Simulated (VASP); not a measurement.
# SiC (Moissanite 6H) (P6_3mc) in VASP: settings compared, part 2 of 3

VASP 6.6.1. The steps go on from the part before.

## Step 5: Single point, PBEsol+D4

This run uses another cell than the first one, of 10.91 Å³/atom, 1.076 times its volume.

The input, INCAR:

```
SYSTEM = SiC
PREC = Accurate
ENCUT = 520
EDIFF = 1E-7
ISMEAR = -1
SIGMA = 0.05
LREAL = .FALSE.
LASPH = .TRUE.
NELM = 60
ALGO = Normal
ISIF = 2
LWAVE = .FALSE.
LCHARG = .TRUE.
GGA = PS
IVDW = 13
LELF = .TRUE.
LVHAR = .TRUE.
NBANDS = 36
```

The input, KPOINTS:

```
regular mesh
0
G
  10 10 2
  0 0 0
```

The input, POSCAR:

```
SiC
1.0
    3.1357283548      0.0000000000      0.0000000000
   -1.5678641774      2.7156204146      0.0000000000
    0.0000000000      0.0000000000     15.3696281560
Si C
6 6
Direct
    0.6666666667      0.3333333333      0.4583000000
    0.3333333333      0.6666666667      0.9583000000
    0.6666666667      0.3333333333      0.7917000000
    0.3333333333      0.6666666667      0.2917000000
    0.0000000000      0.0000000000      0.6250000000
    0.0000000000      0.0000000000      0.1250000000
    0.6666666667      0.3333333333      0.3333000000
    0.3333333333      0.6666666667      0.8333000000
    0.6666666667      0.3333333333      0.6667000000
    0.3333333333      0.6666666667      0.1667000000
    0.0000000000      0.0000000000      0.5000000000
    0.0000000000      0.0000000000      0.0000000000
```

Potentials or basis: VASP PAW PBE potentials, release 64 (Si, C).

Command:

```console
$ cat potpaw_PBE.64/Si/POTCAR potpaw_PBE.64/C/POTCAR > POTCAR
$ mpirun -np 1 vasp_std > vasp.out
```

OUTCAR:

```text
SYSTEM = SiC
   PREC = Accurate
   ENCUT = 520
   EDIFF = 1E-7
   ISMEAR = -1
   LREAL = .FALSE.
   LASPH = .TRUE.
   NELM = 60
   ISIF = 2
   GGA = PS
   IVDW = 13

 ion  position               nearest neighbor table
   1  0.667  0.333  0.458-  11 1.92  11 1.92  11 1.92   7 1.92   4 3.14   4 3.14   4 3.14   5 3.14
                             5 3.14   5 3.14
   2  0.333  0.667  0.958-  12 1.92  12 1.92  12 1.92   8 1.92   3 3.14   3 3.14   3 3.14   6 3.14
                             6 3.14   6 3.14
   3  0.667  0.333  0.792-   8 1.92   8 1.92   8 1.92   9 1.92   2 3.14   2 3.14   2 3.14   5 3.14
                             5 3.14   5 3.14
   4  0.333  0.667  0.292-   7 1.92   7 1.92   7 1.92  10 1.92   1 3.14   1 3.14   1 3.14   6 3.14
                             6 3.14   6 3.14
   5  0.000  0.000  0.625-   9 1.92   9 1.92   9 1.92  11 1.92   3 3.14   1 3.14   3 3.14   1 3.14
                             1 3.14   3 3.14
   6  0.000  0.000  0.125-  10 1.92  10 1.92  10 1.92  12 1.92   4 3.14   2 3.14   2 3.14   4 3.14
                             4 3.14   2 3.14
   7  0.667  0.333  0.333-   4 1.92   4 1.92   4 1.92   1 1.92
   8  0.333  0.667  0.833-   3 1.92   3 1.92   3 1.92   2 1.92
   9  0.667  0.333  0.667-   5 1.92   5 1.92   5 1.92   3 1.92
  10  0.333  0.667  0.167-   6 1.92   6 1.92   6 1.92   4 1.92
  11  0.000  0.000  0.500-   1 1.92   1 1.92   1 1.92   5 1.92
  12  0.000  0.000  0.000-   2 1.92   2 1.92   2 1.92   6 1.92

  LATTYP: Found a hexagonal cell.
 ALAT       =     3.1357283548
 C/A-ratio  =     4.9014539580

  Lattice vectors:

 A1 = (   3.1357283548,   0.0000000000,   0.0000000000)
 A2 = (  -1.5678641774,   2.7156204146,   0.0000000000)
 A3 = (   0.0000000000,   0.0000000000,  15.3696281560)

Analysis of symmetry for initial positions (statically):
=====================================================================
 Subroutine PRICEL returns:
 Original cell was already a primitive cell.

 Routine SETGRP: Setting up the symmetry group for a
 hexagonal supercell.

 Subroutine GETGRP returns: Found 12 space group operations
 (whereof  6 operations were pure point group operations)
[... 171 lines left out ...]
  volume of cell :      130.88
 maximum number of plane-waves:      3548
 NGX is ok and might be reduce to    24
   NGX = 11   NGY = 11   NGZ = 57

 number of electron      48.0000001 magnetization

 Free energy of the ion-electron system (eV)
  ---------------------------------------------------
  ext. energy  EPLUGINS =         0.00000000
  ---------------------------------------------------
  free energy    TOTEN  =       -95.27876419 eV

  energy without entropy =      -95.27876419  energy(sigma->0) =      -95.27876419

 E-fermi :   8.4699     XC(G=0): -11.2773

 val. band max:        7.5220273249   @ k =   0.0000   0.0000   0.0000
 cond. band min:       9.4391769531   @ k =   0.5000   0.0000   0.0000
 fundamental gap:      1.9171496282
 Fermi energy:         8.4699181814

 k-point     1 :       0.0000    0.0000    0.0000
  band No.  band energies     occupation
      1      -7.5471      2.00000
      2      -7.0477      2.00000
      3      -7.0061      2.00000
      4      -5.5724      2.00000
      5      -5.5419      2.00000
      6      -4.1251      2.00000
[... 925 lines left out ...]
     35      14.6811      0.00000
     36      14.6811      0.00000

 [... further k-points ...]

------------------------ aborting loop because EDIFF is reached ----------------------------------------

  DFT-D4 for vdW energy calculation

  Edisp (eV):   -2.13649

  FORCE on cell =-STRESS in cart. coord.  units (eV):
  Direction    XX          YY          ZZ          XY          YZ          ZX
  --------------------------------------------------------------------------------------
  -------------------------------------------------------------------------------------
  Total     -10.48383   -10.48383    -9.88348     0.00000     0.00000     0.00000
  in kB    -128.33931  -128.33931  -120.99009     0.00000     0.00000     0.00000
  external pressure =     -125.89 kB  Pullay stress =        0.00 kB

 VOLUME and BASIS-vectors are now :
 -----------------------------------------------------------------------------
  energy-cutoff  :      520.00
  volume of cell :      130.88
      direct lattice vectors                 reciprocal lattice vectors
     3.135728355  0.000000000  0.000000000     0.318905175  0.184119989  0.000000000
    -1.567864177  2.715620415  0.000000000     0.000000000  0.368239977  0.000000000
     0.000000000  0.000000000 15.369628156     0.000000000  0.000000000  0.065063383

 POSITION                                       TOTAL-FORCE (eV/Angst)
 -----------------------------------------------------------------------------------
      1.56786      0.90521      7.04390        -0.000000      0.000000      0.049770
     -0.00000      1.81041     14.72871         0.000000     -0.000000      0.049770
      1.56786      0.90521     12.16813         0.000000     -0.000000      0.021625
     -0.00000      1.81041      4.48332        -0.000000      0.000000      0.021625
      0.00000      0.00000      9.60602        -0.000000     -0.000000      0.047173
      0.00000      0.00000      1.92120         0.000000     -0.000000      0.047173
      1.56786      0.90521      5.12270         0.000000     -0.000000     -0.012497
     -0.00000      1.81041     12.80751        -0.000000      0.000000     -0.012497
      1.56786      0.90521     10.24693         0.000000      0.000000      0.031370
     -0.00000      1.81041      2.56212        -0.000000     -0.000000      0.031370
      0.00000      0.00000      7.68481        -0.000000     -0.000000     -0.137441
      0.00000      0.00000      0.00000        -0.000000     -0.000000     -0.137441
 -----------------------------------------------------------------------------------
    total drift:                               -0.000000     -0.000000      0.000290

  FREE ENERGIE OF THE ION-ELECTRON SYSTEM (eV)
  ---------------------------------------------------
  free  energy   TOTEN  =       -97.4152555279 eV

  energy  without entropy=      -97.4152555273  energy(sigma->0) =      -97.41525553
```

OSZICAR:

```text
N       E                     dE             d eps       ncg     rms          rms(c)
DAV:   1     0.112113585499E+03    0.11211E+03   -0.21611E+04  2016   0.120E+03
DAV:   2    -0.931641387057E+02   -0.20528E+03   -0.19303E+03  2680   0.201E+02
DAV:   3    -0.105007187078E+03   -0.11843E+02   -0.11756E+02  2636   0.458E+01
DAV:   4    -0.105197776731E+03   -0.19059E+00   -0.19012E+00  2576   0.664E+00
DAV:   5    -0.105202161116E+03   -0.43844E-02   -0.43799E-02  2596   0.954E-01    0.201E+01
DAV:   6    -0.956240055411E+02    0.95782E+01   -0.28597E+01  2484   0.193E+01    0.906E+00
DAV:   7    -0.953630719046E+02    0.26093E+00   -0.26511E+00  2720   0.616E+00    0.382E+00
DAV:   8    -0.952886702118E+02    0.74402E-01   -0.17731E-01  2436   0.167E+00    0.117E+00
DAV:   9    -0.952783705172E+02    0.10300E-01   -0.24122E-02  2520   0.680E-01    0.171E-01
DAV:  10    -0.952787392770E+02   -0.36876E-03   -0.16692E-03  2492   0.178E-01    0.870E-02
DAV:  11    -0.952787634218E+02   -0.24145E-04   -0.16256E-04  2536   0.667E-02    0.157E-02
DAV:  12    -0.952787636113E+02   -0.18945E-06   -0.10066E-05  2504   0.150E-02    0.789E-03
DAV:  13    -0.952787641456E+02   -0.53436E-06   -0.11276E-06  2576   0.454E-03    0.166E-03
DAV:  14    -0.952787641881E+02   -0.42491E-07   -0.82242E-08  1624   0.176E-03
   1 F= -.97415256E+02 E0= -.97415256E+02  d E =-.572649E-09
```

stdout:

```text
POSCAR found type information on POSCAR SiC
 POSCAR found :  2 types and      12 ions
 scaLAPACK will be used
 -----------------------------------------------------------------------------
|                                                                             |
|                                                                             |
|     You enforced a specific xc type in the INCAR file but a different       |
|     I HOPE YOU KNOW WHAT YOU ARE DOING!                                     |
|                                                                             |
 -----------------------------------------------------------------------------

 LDA part: xc-table for (Slater+PW92), standard interpolation
 POSCAR, INCAR and KPOINTS ok, starting setup
 FFT: planning ... GRIDC
 FFT: planning ... GRID_SOFT
 FFT: planning ... GRID
 WAVECAR not read
 entering main loop
```

Wall time 54 s (1 thread of Intel Xeon 6975P-C (Granite Rapids), shared host); peak memory 0.29 GiB.

Results:

| Quantity | Value |
| --- | --- |
| Free energy | -97.4153 eV |
| Pressure | -12.6 GPa |
| Largest force | 0.137 eV/Å |
| Band gap on the k mesh | 1.92 eV, indirect (least direct gap 3.00 eV) |
| Dispersion energy per atom | -0.178 eV |

Forces on the atoms (eV/Å):
```
Si   0.000  0.000  0.050
Si   0.000  0.000  0.050
Si   0.000  0.000  0.022
Si   0.000  0.000  0.022
Si   0.000  0.000  0.047
Si   0.000  0.000  0.047
C    0.000  0.000 -0.012
C    0.000  0.000 -0.012
C    0.000  0.000  0.031
C    0.000  0.000  0.031
C    0.000  0.000 -0.137
C    0.000  0.000 -0.137
```

Stress tensor (GPa, compression positive):
```
-12.83   0.00   0.00
  0.00 -12.83   0.00
  0.00   0.00 -12.10
```

Caveat: the PAW data sets were made with another functional, which shifts forces and pressure a little. A k mesh can miss the band edges.

(Continued in part 3 of 3.)
